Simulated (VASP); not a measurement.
Wanted: the native input for a VASP 6.6.1 run.

* Task: single point
* Functional: PBE
* Potentials or basis: VASP PAW PBE potentials, release 64 (Ti_sv, N)
* Cutoff: 600 eV
* k mesh: 9 × 9 × 9
* Occupations: methfessel-paxton, width 0.5 eV
* Spin: no spin polarisation
* Dipole correction: no
* Further INCAR settings: ALGO = Normal; EDIFF = 1e-06; NBANDS = 16

The structure of TiN (Osbornite) lies in POSCAR:

```
TiN
1.0
    2.9967190000      0.0000000000      0.0000000000
    1.4983595000      2.5952347820      0.0000000000
    1.4983595000      0.8650782607      2.4468108175
Ti N
1 1
Direct
    0.0000000000      0.0000000000      0.0000000000
    0.5000000000      0.5000000000      0.5000000000
```

One way to write it, as run:

INCAR

```
PREC = Accurate
ENCUT = 600
EDIFF = 1E-6
ISMEAR = 1
SIGMA = 0.5
LREAL = False
LASPH = True
NELM = 120
ALGO = Normal
ISIF = 2
LWAVE = False
LCHARG = True
GGA = PE
LELF = True
LVHAR = True
NBANDS = 16
GGA_COMPAT = False
```

KPOINTS

```
regular mesh
0
Gamma
  9 9 9
```

Potentials or basis: VASP PAW PBE potentials, release 64 (Ti_sv, N).

Launch:

```console
$ cat potpaw_PBE.64/Ti_sv/POTCAR potpaw_PBE.64/N/POTCAR > POTCAR
$ mpirun -np 1 vasp_std > vasp.out
```

It gave:

- Pressure: 1.9 GPa

Wall time 9 s on 1 thread of Intel Xeon 6975P-C, with other jobs on the host, peak memory 0.14 GiB.
